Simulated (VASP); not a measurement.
# Ba (Pm-3m) in VASP: a series of runs, part 2 of 2

VASP 6.6.1.

### Step 3. Single point, LDA

This run uses another cell than the first one, of 57.73 Å³/atom, 1.021 times its volume.

Input file INCAR:

```
PREC     = Accurate       # precision mode
ENCUT    = 520            # plane-wave cutoff, eV
EDIFF    = 1E-6           # SCF threshold, eV
ISMEAR   = 1              # smearing method
SIGMA    = 0.15           # smearing width, eV
LREAL    = F              # projectors in reciprocal space
LASPH    = T              # aspherical terms in the spheres
NELM     = 100            # most SCF steps
ALGO     = Normal         # electronic algorithm
ISIF     = 2              # what is computed and relaxed
LWAVE    = F              # write WAVECAR
LCHARG   = F              # write CHGCAR
GGA      = CA             # functional
NBANDS   = 11             # bands
```

Input file KPOINTS:

```
Automatic mesh
0
Gamma
  6 6 6
```

Input file POSCAR:

```
Ba
1.0
    3.8647693742      0.0000000000      0.0000000000
    0.0000000000      3.8647693742      0.0000000000
    0.0000000000      0.0000000000      3.8647693742
Ba
1
Direct
    0.0000000000      0.0000000000      0.0000000000
```

Potentials or basis: VASP PAW LDA potentials, release 64 (Ba_sv).

The run is started by

```bash
cat potpaw_LDA.64/Ba_sv/POTCAR > POTCAR
mpirun -np 1 vasp_std > vasp.out
```

OUTCAR:

```text
PREC = Accurate
   ENCUT = 520
   EDIFF = 1E-6
   ISMEAR = 1
   LREAL = F
   LASPH = T
   NELM = 100
   ISIF = 2
   GGA = CA

 ion  position               nearest neighbor table
   1  0.000  0.000  0.000-

  LATTYP: Found a simple cubic cell.
 ALAT       =     3.8647693742

  Lattice vectors:

 A1 = (   3.8647693742,   0.0000000000,   0.0000000000)
 A2 = (   0.0000000000,   3.8647693742,   0.0000000000)
 A3 = (   0.0000000000,   0.0000000000,   3.8647693742)

Analysis of symmetry for initial positions (statically):
=====================================================================
 Subroutine PRICEL returns:
 Original cell was already a primitive cell.

 Routine SETGRP: Setting up the symmetry group for a
 simple cubic supercell.

 Subroutine GETGRP returns: Found 48 space group operations
 (whereof 48 operations were pure point group operations)
 out of a pool of 48 trial point group operations.

The static configuration has the point symmetry O_h .

Analysis of symmetry for dynamics (positions and initial velocities):
[... 158 lines left out ...]
 Fermi energy:         1.7869800238

 k-point     1 :       0.0000    0.0000    0.0000
  band No.  band energies     occupation
      1     -27.3165      2.00000
      2     -12.0951      2.00000
      3     -12.0951      2.00000
      4     -12.0951      2.00000
      5      -0.9541      2.00000
      6       1.5752      2.06267
      7       1.5752      2.06267
      8       6.8543      0.00000
      9       6.8543      0.00000
     10       6.8543      0.00000
     11       9.6243      0.00000
[... 253 lines left out ...]
 k-point    20 :       0.5000    0.5000    0.5000
  band No.  band energies     occupation
      1     -27.0898      2.00000
      2     -12.7226      2.00000
      3     -12.7226      2.00000
      4     -12.7226      2.00000
      5       1.5473      2.04633
      6       1.5473      2.04633
      7       1.5473      2.04633
      8       5.7560      0.00000
      9       8.6752      0.00000
     10       8.6813      0.00000
     11       8.8305      0.00000

------------------------ aborting loop because EDIFF is reached ----------------------------------------

  FORCE on cell =-STRESS in cart. coord.  units (eV):
  Direction    XX          YY          ZZ          XY          YZ          ZX
  --------------------------------------------------------------------------------------
  -------------------------------------------------------------------------------------
  Total       -0.3666882     -0.3666882     -0.3666882     -0.0000000     -0.0000000     -0.0000000
  in kB      -10.1773986    -10.1773986    -10.1773986     -0.0000000     -0.0000000     -0.0000000
  external PRESSURE =     -10.1773986 kB  Pullay stress =       0.0000000 kB

 VOLUME and BASIS-vectors are now :
 -----------------------------------------------------------------------------
  energy-cutoff  :      520.00
  volume of cell :       57.73
      direct lattice vectors                 reciprocal lattice vectors
     3.864769374  0.000000000  0.000000000     0.258747652  0.000000000  0.000000000
     0.000000000  3.864769374  0.000000000     0.000000000  0.258747652  0.000000000
     0.000000000  0.000000000  3.864769374     0.000000000  0.000000000  0.258747652

 POSITION                                       TOTAL-FORCE (eV/Angst)
 -----------------------------------------------------------------------------------
      0.00000      0.00000      0.00000         0.000000      0.000000      0.000000
 -----------------------------------------------------------------------------------
    total drift:                               -0.000000      0.000000     -0.000000

  FREE ENERGIE OF THE ION-ELECTRON SYSTEM (eV)
  ---------------------------------------------------
  free  energy   TOTEN  =        -1.9465212070 eV

  energy  without entropy=       -1.9513947211  energy(sigma->0) =       -1.94814571
```

OSZICAR:

```text
N       E                     dE             d eps       ncg     rms          rms(c)
DAV:   1     0.567735473262E+02    0.56774E+02   -0.42052E+03   440   0.743E+02
DAV:   2     0.893984242264E+00   -0.55880E+02   -0.54036E+02   532   0.138E+02
DAV:   3    -0.189143352179E+01   -0.27854E+01   -0.27698E+01   557   0.317E+01
DAV:   4    -0.195867658092E+01   -0.67243E-01   -0.67233E-01   598   0.460E+00
DAV:   5    -0.196001989560E+01   -0.13433E-02   -0.13431E-02   582   0.517E-01    0.217E+00
DAV:   6    -0.195144982001E+01    0.85701E-02   -0.81774E-03   639   0.726E-01    0.125E+00
DAV:   7    -0.194649882003E+01    0.49510E-02   -0.12291E-02   628   0.898E-01    0.588E-02
DAV:   8    -0.194652342982E+01   -0.24610E-04   -0.15359E-04   656   0.828E-02    0.135E-02
DAV:   9    -0.194652202509E+01    0.14047E-05   -0.19775E-06   526   0.105E-02    0.354E-03
DAV:  10    -0.194652120703E+01    0.81805E-06   -0.11566E-06   512   0.585E-03
   1 F= -.19465212E+01 E0= -.19481457E+01  d E =0.487351E-02
```

stdout:

```text
POSCAR found type information on POSCAR Ba
 POSCAR found :  1 types and       1 ions
 scaLAPACK will be used
 LDA part: xc-table for (Slater(with rela. corr.)+CA(PZ))
 , standard interpolation
 POSCAR, INCAR and KPOINTS ok, starting setup
 FFT: planning ... GRIDC
 FFT: planning ... GRID_SOFT
 FFT: planning ... GRID
 WAVECAR not read
 entering main loop
```

It took 5 s on 1 thread of Intel Xeon 6975P-C (Granite Rapids), shared host; peak memory 0.14 GiB.

What came out:

| Property | Result |
| --- | --- |
| Free energy | -1.9465 eV |
| Pressure | -1.0 GPa |
| Band gap on the k mesh | zero (band 5 reaches 1.80 eV, above the bottom of band 6 at 1.55 eV) |

Levels at points of the mesh, in eV from the Fermi level:
| k point | band 1 | band 2 | band 3 | band 4 | band 5 | band 6 | band 7 | band 8 | band 9 | band 10 |
| --- | --- | --- | --- | --- | --- | --- | --- | --- | --- | --- |
| (0.00, 0.00, 0.00) | -29.10 | -13.88 | -13.88 | -13.88 | -2.74 | -0.21 | -0.21 | 5.07 | 5.07 | 5.07 |
| (0.50, 0.00, 0.00) | -29.03 | -14.76 | -13.80 | -13.80 | -0.85 | 0.39 | 0.90 | 2.60 | 2.60 | 5.36 |
| (0.50, 0.50, 0.00) | -28.95 | -14.63 | -14.63 | -13.72 | -1.23 | 0.53 | 3.13 | 3.13 | 3.56 | 3.56 |
| (0.50, 0.50, 0.50) | -28.88 | -14.51 | -14.51 | -14.51 | -0.24 | -0.24 | -0.24 | 3.97 | 6.89 | 6.89 |

Caveat: spin-orbit coupling is left out, which moves the levels of the heavy elements.

### Step 4. Single point, LDA

This run uses another cell than the first one, of 58.93 Å³/atom, 1.043 times its volume.

Input file INCAR:

```
SYSTEM = Ba
PREC = Accurate ; ENCUT = 520
EDIFF = 1E-7 ; ISMEAR = 1
SIGMA = 0.15 ; LREAL = .False.
LASPH = .True. ; NELM = 60
ALGO = Normal ; ISIF = 2
LWAVE = .False. ; LCHARG = .False.
NBANDS = 11
```

Input file KPOINTS:

```
regular mesh
0
Gamma
  6 6 6
  0 0 0
```

Input file POSCAR:

```
Ba
1.0
    3.8914237983      0.0000000000      0.0000000000
    0.0000000000      3.8914237983      0.0000000000
    0.0000000000      0.0000000000      3.8914237983
Ba
1
Direct
    0.0000000000      0.0000000000      0.0000000000
```

The run is started by

```bash
cat potpaw_LDA.64/Ba_sv/POTCAR > POTCAR
mpirun -np 1 vasp_std > vasp.out
```

Run time: 5 s. Hardware: 1 thread of Intel Xeon 6975P-C (Granite Rapids), shared host; peak memory 0.15 GiB.

It converged, with:

```yaml
Free_energy: -1.9383 eV
Pressure: -1.2 GPa
Band_gap_on_the_k_mesh: zero (band 5 reaches 1.72 eV, above the bottom of band 6 at 1.50 eV)
```

Levels at points of the mesh, in eV from the Fermi level:
```tsv
k point	band 1	band 2	band 3	band 4	band 5	band 6	band 7	band 8	band 9	band 10
(0.00, 0.00, 0.00)	-29.12	-13.92	-13.92	-13.92	-2.74	-0.20	-0.20	4.96	4.96	4.96
(0.50, 0.00, 0.00)	-29.05	-14.75	-13.84	-13.84	-0.87	0.39	0.85	2.56	2.56	5.25
(0.50, 0.50, 0.00)	-28.98	-14.63	-14.63	-13.77	-1.19	0.51	3.08	3.08	3.46	3.46
(0.50, 0.50, 0.50)	-28.91	-14.52	-14.52	-14.52	-0.22	-0.22	-0.22	3.95	6.73	6.73
```

Caveat: spin-orbit coupling is left out, which moves the levels of the heavy elements.

### Step 5. Summary

| cell | gap on the mesh (eV) | pressure (GPa) |
| --- | --- | --- |
| a = 3.838 Å, 1 atom | none | -0.8 |
| a = 3.865 Å, 1 atom | none | -1.0 |
| a = 3.891 Å, 1 atom | none | -1.2 |

Alike in all rows: task single point; level LDA; potentials or basis VASP PAW LDA potentials, release 64 (Ba_sv); no spin polarisation; k mesh 6 × 6 × 6; cutoff (eV) 520; smearing methfessel-paxton 0.15 eV.

Caveats: spin-orbit coupling is left out, which moves the levels of the heavy elements.

Absolute energies hang on the potentials; compare differences alone.
